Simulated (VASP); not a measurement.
Here is a VASP 6.6.1 calculation.

File INCAR:

```
PREC = Accurate
ENCUT = 520
EDIFF = 1E-6
ISMEAR = 0
SIGMA = 0.1
LREAL = F
LASPH = T
NELM = 80
ALGO = Normal
ISIF = 2
LWAVE = F
LCHARG = T
LDIPOL = T
IDIPOL = 3
DIPOL = 0.5 0.5 0.501
GGA = PS
LELF = T
LVHAR = T
LVACPOTAV = T
NBANDS = 27
```

File KPOINTS:

```
Automatic mesh
0
Gamma
  12 12 1
```

File POSCAR:

```
Al9N
1.0
    2.8362844918      0.0000000000      0.0000000000
   -1.4181422459      2.4562944222      0.0000000000
    0.0000000000      0.0000000000     37.6442989108
Al N
9 1
Direct
    0.3333333333      0.6666666667      0.2257978033
    0.0000000000      0.0000000000      0.2877072406
    0.6666666667      0.3333333333      0.3496166779
    0.0000000000      0.0000000000      0.4115261153
    0.3333333333      0.6666666667      0.4732321440
    0.0000000000      0.0000000000      0.5351686068
    0.6666666667      0.3333333333      0.5974932095
    0.0000000000      0.0000000000      0.6612833253
    0.3333333333      0.6666666667      0.7286003660
    0.0000000000      0.0000000000      0.7377158582
```

Potentials or basis: VASP PAW PBE potentials, release 64 (Al, N).

Run with:

```bash
$ cat potpaw_PBE.64/Al/POTCAR potpaw_PBE.64/N/POTCAR > POTCAR
$ mpirun -np 1 vasp_std > vasp.out
```

(1) Estimate the largest force.

(2) What does it give for the band gap on the k mesh?

Results:

(1) 0.039 eV/Å.

(2) zero (bands 16 and 17 overlap by 3.26 eV).

Caveat: the PAW data sets were made with another functional, which shifts forces and pressure a little.
